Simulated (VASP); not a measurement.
# RbBr (I4/mmm) in VASP: a series of runs, part 3 of 4

VASP 6.6.1.

## Step 6: Single point, PBEsol

This run uses another cell than the first one, of the same volume but with other edges.

The input, INCAR:

```
  ALGO = Normal
  EDIFF = 1E-7
  ENCUT = 520
  GGA = PS
  ISIF = 2
  ISMEAR = 0
  LASPH = T
  LCHARG = F
  LREAL = F
  LWAVE = F
  NBANDS = 15
  NELM = 80
  PREC = Accurate
  SIGMA = 0.05
```

The input, KPOINTS:

```
k-points
0
Gamma
  6 6 6
```

The input, POSCAR:

```
RbBr
1.0
    0.0000000000      2.9941970429      4.4912955643
    2.9941970429      0.0000000000      4.4912955643
    2.9941970429      2.9941970429      0.0000000000
Rb Br
1 1
Direct
    0.0000000000      0.0000000000      0.0000000000
    0.5000000000      0.5000000000      0.5000000000
```

Potentials or basis: VASP PAW PBE potentials, release 64 (Rb_sv, Br).

Launch:

```console
cat potpaw_PBE.64/Rb_sv/POTCAR potpaw_PBE.64/Br/POTCAR > POTCAR
mpirun -np 1 vasp_std > vasp.out
```

OUTCAR:

```text
EDIFF = 1E-7
   ENCUT = 520
   GGA = PS
   ISIF = 2
   ISMEAR = 0
   LASPH = T
   LREAL = F
   NELM = 80
   PREC = Accurate

 ion  position               nearest neighbor table
   1  0.000  0.000  0.000-   2 2.99   2 2.99   2 2.99   2 2.99
   2  0.500  0.500  0.500-   1 2.99   1 2.99   1 2.99   1 2.99

  LATTYP: Found a body centered tetragonal cell.
 ALAT       =     4.2344340665
 C/A-ratio  =     2.1213203435

  Lattice vectors:

 A1 = (  -2.9941970429,   0.0000000000,   4.4912955643)
 A2 = (   2.9941970429,   0.0000000000,   4.4912955643)
 A3 = (   0.0000000000,   2.9941970429,  -4.4912955643)

Analysis of symmetry for initial positions (statically):
=====================================================================
 Subroutine PRICEL returns:
 Original cell was already a primitive cell.

 Routine SETGRP: Setting up the symmetry group for a
 body centered tetragonal supercell.

 Subroutine GETGRP returns: Found 16 space group operations
 (whereof 16 operations were pure point group operations)
 out of a pool of 16 trial point group operations.

The static configuration has the point symmetry D_4h.

Analysis of symmetry for dynamics (positions and initial velocities):
=====================================================================
 Subroutine PRICEL returns:
 Original cell was already a primitive cell.

 Routine SETGRP: Setting up the symmetry group for a
 body centered tetragonal supercell.

 Subroutine GETGRP returns: Found 16 space group operations
 (whereof 16 operations were pure point group operations)
 out of a pool of 16 trial point group operations.

The dynamic configuration has the point symmetry D_4h.

 Subroutine INISYM returns: Found 16 space group operations
 (whereof 16 operations are pure point group operations),
 and found     1 'primitive' translations

----------------------------------------------------------------------------------------

                                     Primitive cell

  volume of cell :      80.5309

  direct lattice vectors                    reciprocal lattice vectors
     0.000000000  2.994197043  4.491295564    -0.166989678  0.166989678  0.111326452
     2.994197043  0.000000000  4.491295564     0.166989678 -0.166989678  0.111326452
     2.994197043  2.994197043  0.000000000     0.166989678  0.166989678 -0.111326452

  length of vectors
     5.397865483  5.397865483  4.234434066     0.261083672  0.261083672  0.261083672

  position of ions in fractional coordinates (direct lattice)
     0.000000000  0.000000000  0.000000000
     0.500000000  0.500000000  0.500000000

  ion indices of the primitive-cell ions
   primitive index   ion index
                 1           1
                 2           2

----------------------------------------------------------------------------------------

 KPOINTS: k-points

Automatic generation of k-mesh.
 Grid dimensions read from file:
 generate k-points for:    6    6    6

 Generating k-lattice:

  Cartesian coordinates                     Fractional coordinates (reciprocal lattice)
    -0.027831613  0.027831613  0.018554409     0.166666667 -0.000000000  0.000000000
     0.027831613 -0.027831613  0.018554409    -0.000000000  0.166666667  0.000000000
     0.027831613  0.027831613 -0.018554409     0.000000000  0.000000000  0.166666667

  Length of vectors
[... 38 lines left out ...]
   number of dos      NEDOS =    301   number of ions     NIONS =      2
   total plane-waves  NPLWV =  51200
   dimension x,y,z NGX =    40 NGY =   40 NGZ =   32
   dimension x,y,z NGXF=    80 NGYF=   80 NGZF=   64
   ions per type =               1   1
   NGX,Y,Z   is equivalent  to a cutoff of  12.32, 12.32, 12.56 a.u.
   NGXF,Y,Z  is equivalent  to a cutoff of  24.64, 24.64, 25.13 a.u.
 SYSTEM =  unknown system
   PREC   = accura    normal or accurate (medium, high low for compatibility)
   ISTART =      0    job   : 0-new  1-cont  2-samecut
   ICHARG =      2    charge: 1-file 2-atom 10-const
   ISPIN  =      1    spin polarized calculation?
   LNONCOLLINEAR =      F non collinear calculations
   LSORBIT =      F    spin-orbit coupling
   LASPH  =      T    aspherical Exc in radial PAW
   ENCUT  =  520.0 eV  38.22 Ry    6.18 a.u.  10.04 10.04  7.87*2*pi/ulx,y,z
   NELM   =     80;   NELMIN=  2; NELMDL= -5     # of ELM steps
   EDIFF  = 0.1E-06   stopping-criterion for ELM
   LREAL  =      F    real-space projection
   EDIFFG = 0.1E-05   stopping-criterion for IOM
   NSW    =      0    number of steps for IOM
   IBRION =     -1    ionic relax: 0-MD 1-quasi-New 2-CG
   NFREE  =      0    steps in history (QN), initial steepest desc. (CG)
   ISIF   =      2    stress and relaxation
   ISYM   =      2    0-nonsym 1-usesym 2-fastsym
   POTIM  = 0.5000    time-step for ionic-motion
   TEBEG  =    0.0;   TEEND  =   0.0 temperature during run
   PSTRESS=    0.0 pullay stress
   NELECT =      16.0000    total number of electrons
   NUPDOWN=      -1.0000    fix difference up-down
   EMIN   =  10.00;   EMAX   =-10.00  energy-range for DOS
   EFERMI =   0.00;   METHOD = LEGACY
   ISMEAR =     0;   SIGMA  =   0.05  broadening in eV -4-tet -1-fermi 0-gaus
   EFERMI_NEDOS =   21; number of points for ismear=-14 and -15
   IALGO  =     38    algorithm
   IMIX   =      4    mixing-type and parameters
     AMIX     =   0.40;   BMIX     =  1.00
     AMIX_MAG =   1.60;   BMIX_MAG =  1.00
  volume/ion in A,a.u.               =      40.27       271.72
  Fermi-wavevector in a.u.,A,eV,Ry     =   0.955273  1.805204 12.415941  0.912546
  Thomas-Fermi vector in A             =   2.084095
   LORBIT       =      0    0 simple, 1 ext, 2 COOP (PROOUT), +10 PAW based schemes
   GGA     = PS    functional components
   LHFCALC =     F    Hartree Fock is set to
   AEXX    =    0.0000 exact exchange contribution
   IVDW    =     0    specifies the selected vdW correction
   LEPSILON=     F    determine dielectric tensor
   LRPA    =     F    only Hartree local field effects (RPA)
 non-spin polarized calculation
 Gauss-broadening in eV      SIGMA  =   0.05
  energy-cutoff  :      520.00
  volume of cell :       80.53
 maximum number of plane-waves:      2200
   NGX = 21   NGY = 21   NGZ = 15

 number of electron      16.0000000 magnetization

 Free energy of the ion-electron system (eV)
  ---------------------------------------------------
  ext. energy  EPLUGINS =         0.00000000
  ---------------------------------------------------
  free energy    TOTEN  =        -5.69867592 eV

  energy without entropy =       -5.69867592  energy(sigma->0) =       -5.69867592

 E-fermi :  -1.2939     XC(G=0):  -7.1413

 val. band max:       -1.5170814324   @ k =   0.0000   0.0000   0.0000
 cond. band min:       2.2546899848   @ k =   0.0000   0.0000   0.0000
 fundamental gap:      3.7717714173
 Fermi energy:        -1.2938906315

 k-point     1 :       0.0000    0.0000    0.0000
  band No.  band energies     occupation
      1     -25.9115      2.00000
      2     -14.1730      2.00000
      3     -10.1378      2.00000
      4     -10.1211      2.00000
      5     -10.1211      2.00000
      6      -2.0851      2.00000
      7      -1.5171      2.00000
      8      -1.5171      2.00000
      9       2.2547      0.00000
     10       4.0600      0.00000
     11       6.3899      0.00000
     12       6.5441      0.00000
     13       6.5441      0.00000
     14       7.1000      0.00000
[... 401 lines left out ...]
      2     -14.2134      2.00000
      3     -10.3929      2.00000
      4     -10.3023      2.00000
      5     -10.0972      2.00000
      6      -2.1873      2.00000
      7      -2.0971      2.00000
      8      -1.9023      2.00000
      9       4.2598      0.00000
     10       5.2730      0.00000
     11       6.3344      0.00000
     12       8.0781      0.00000
     13       8.5407      0.00000
     14       8.7987      0.00000
     15       9.0184      0.00000

 [... further k-points ...]

------------------------ aborting loop because EDIFF is reached ----------------------------------------

  FORCE on cell =-STRESS in cart. coord.  units (eV):
  Direction    XX          YY          ZZ          XY          YZ          ZX
  --------------------------------------------------------------------------------------
  -------------------------------------------------------------------------------------
  Total        4.8444141      4.8444141     -0.4401744      0.0000000      0.0000000     -0.0000000
  in kB       96.3805616     96.3805616     -8.7573545      0.0000000      0.0000000     -0.0000000
  external PRESSURE =      61.3345896 kB  Pullay stress =       0.0000000 kB

 VOLUME and BASIS-vectors are now :
 -----------------------------------------------------------------------------
  energy-cutoff  :      520.00
  volume of cell :       80.53
      direct lattice vectors                 reciprocal lattice vectors
     0.000000000  2.994197043  4.491295564    -0.166989678  0.166989678  0.111326452
     2.994197043  0.000000000  4.491295564     0.166989678 -0.166989678  0.111326452
     2.994197043  2.994197043  0.000000000     0.166989678  0.166989678 -0.111326452

 POSITION                                       TOTAL-FORCE (eV/Angst)
 -----------------------------------------------------------------------------------
      0.00000      0.00000      0.00000         0.000000     -0.000000      0.000000
      2.99420      2.99420      4.49130        -0.000000      0.000000      0.000000
 -----------------------------------------------------------------------------------
    total drift:                                0.000000     -0.000000     -0.000000

  FREE ENERGIE OF THE ION-ELECTRON SYSTEM (eV)
  ---------------------------------------------------
  free  energy   TOTEN  =        -5.6986759192 eV

  energy  without entropy=       -5.6986759192  energy(sigma->0) =       -5.69867592
```

OSZICAR:

```text
N       E                     dE             d eps       ncg     rms          rms(c)
DAV:   1     0.862834471450E+02    0.86283E+02   -0.66624E+03   900   0.916E+02
DAV:   2     0.341538348242E+00   -0.85942E+02   -0.77388E+02  1270   0.164E+02
DAV:   3    -0.586624776867E+01   -0.62078E+01   -0.61595E+01  1223   0.454E+01
DAV:   4    -0.604040132656E+01   -0.17415E+00   -0.17412E+00  1278   0.731E+00
DAV:   5    -0.604163788167E+01   -0.12366E-02   -0.12365E-02  1230   0.648E-01    0.612E+00
DAV:   6    -0.573217546029E+01    0.30946E+00   -0.34723E-01  1047   0.286E+00    0.417E+00
DAV:   7    -0.568524727938E+01    0.46928E-01   -0.24072E-01  1138   0.242E+00    0.133E+00
DAV:   8    -0.569461283470E+01   -0.93656E-02   -0.23860E-02   979   0.929E-01    0.134E-01
DAV:   9    -0.569688229532E+01   -0.22695E-02   -0.17810E-03  1068   0.256E-01    0.967E-02
DAV:  10    -0.569859301797E+01   -0.17107E-02   -0.19107E-03   956   0.220E-01    0.444E-02
DAV:  11    -0.569866620023E+01   -0.73182E-04   -0.11587E-04  1187   0.701E-02    0.116E-02
DAV:  12    -0.569867526552E+01   -0.90653E-05   -0.14210E-05  1005   0.270E-02    0.450E-03
DAV:  13    -0.569867562928E+01   -0.36376E-06   -0.13924E-06  1282   0.594E-03    0.160E-03
DAV:  14    -0.569867592614E+01   -0.29685E-06   -0.27974E-07   998   0.384E-03    0.833E-04
DAV:  15    -0.569867591923E+01    0.69012E-08   -0.46641E-08   898   0.141E-03
   1 F= -.56986759E+01 E0= -.56986759E+01  d E =-.895537E-12
```

Wall time 66 s (1 thread of Intel Xeon 8259CL, shared host); peak memory 0.23 GiB.

Results:

```yaml
Free_energy: -5.6987 eV
Pressure: 6.1 GPa
Band_gap_on_the_k_mesh: 3.77 eV
```

Stress tensor (GPa, compression positive):
```
 9.64  0.00  0.00
 0.00  9.64  0.00
 0.00  0.00 -0.88
```

Caveat: the cell stands under pressure; the PAW data sets were made with another functional, which shifts forces and pressure a little. A k mesh can miss the band edges.

(Part 3 of 4 ends here.)
